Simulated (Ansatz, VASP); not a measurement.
## One calculation of Pd, two programs

The input INCAR:

```
PREC     = Accurate       # precision mode
ENCUT    = 520            # plane-wave cutoff, eV
EDIFF    = 1E-7           # SCF threshold, eV
ISMEAR   = -1             # smearing method
SIGMA    = 0.05           # smearing width, eV
LREAL    = F              # projectors in reciprocal space
LASPH    = T              # aspherical terms in the spheres
NELM     = 150            # most SCF steps
ALGO     = Normal         # electronic algorithm
ISIF     = 2              # what is computed and relaxed
LWAVE    = F              # write WAVECAR
LCHARG   = F              # write CHGCAR
ISPIN    = 2              # spin polarisation
MAGMOM   = 0.322 0.322    # initial moments
LORBIT   = 11             # projections on sites
LMAXMIX  = 4              # l up to which the mixer works
GGA      = B5             # functional
ALDAX    = 1.0          
AGGAX    = 1.0          
AGGAC    = 1.0          
ALDAC    = 0.0          
NBANDS   = 21             # bands
```

File KPOINTS:

```
Automatic mesh
0
Gamma
  14 14 8
```

Contents of POSCAR:

```
Pd
1.0
    2.7040464447      0.0000000000      0.0000000000
   -1.3520232223      2.3417729141      0.0000000000
    0.0000000000      0.0000000000      4.5651863036
Pd
2
Direct
    0.3333333333      0.6666666667      0.2500000000
    0.6666666667      0.3333333333      0.7500000000
```

Input for Ansatz:

```yaml
crystal:
  lattice:
    - [2.7040464447, 0.0, 0.0]
    - [-1.3520232223, 2.3417729141, 0.0]
    - [0.0, 0.0, 4.5651863036]
  atoms:
    - { symbol: Pd, position: [0.3333333333, 0.6666666667, 0.25], spin: 0.322 }
    - { symbol: Pd, position: [0.6666666667, 0.3333333333, 0.75], spin: 0.322 }
hamiltonian:
  xc: blyp
  pseudopotentials:
    kind: paw
    azcp:
      Pd: "pseudopotentials/Pd.paw.azcp"
basis:
  ecutwfc: 420
  fft_grid_basis: typed
kpoints:
  mp_grid: { grid: [14, 14, 8], shift: [0, 0, 0] }
magnetization:
  spin_polarized: true
scf:
  occupations: { method: fermi_dirac, width: 0.05 }
  lower_state_search: "off"
output:
  stress: true
  write_density: true
  write_potential: true
  elf: true
  volumetric_format: npy
```

Alike in both runs: task single point; functional BLYP; k mesh 14 × 14 × 8; occupations fermi-dirac, width 0.05 eV; collinear spin.

|  | VASP | Ansatz |
| --- | --- | --- |
| version | VASP 6.6.1 | Ansatz 0.2.0 |
| potentials or method | VASP PAW PBE potentials, release 64 (Pd), cutoff 520 eV | plane waves (420 eV) with PAW, scalar-relativistic |
| valence electrons in the cell | 20 | 36 |

VASP gave:

* pressure (GPa): 24.7
* traceless stress, the component that is largest in VASP (GPa): -1.77
* net moment per atom (μB): 0.20
* size of the moment on the site where the two differ most (μB): 0.20

Problem. Which values does Ansatz return?

Solution. Pressure (GPa): 24.2; traceless stress, the component that is largest in VASP (GPa): -1.67; net moment per atom (μB): 0.20; size of the moment on the site where the two differ most (μB): 0.20.

VASP's potentials were made for PBE, not for BLYP. Site moments also hang on the region over which each program counts them. VASP's potentials hold 20 valence electrons a cell and Ansatz's 36, so a difference there can come from the potentials and not from the codes.
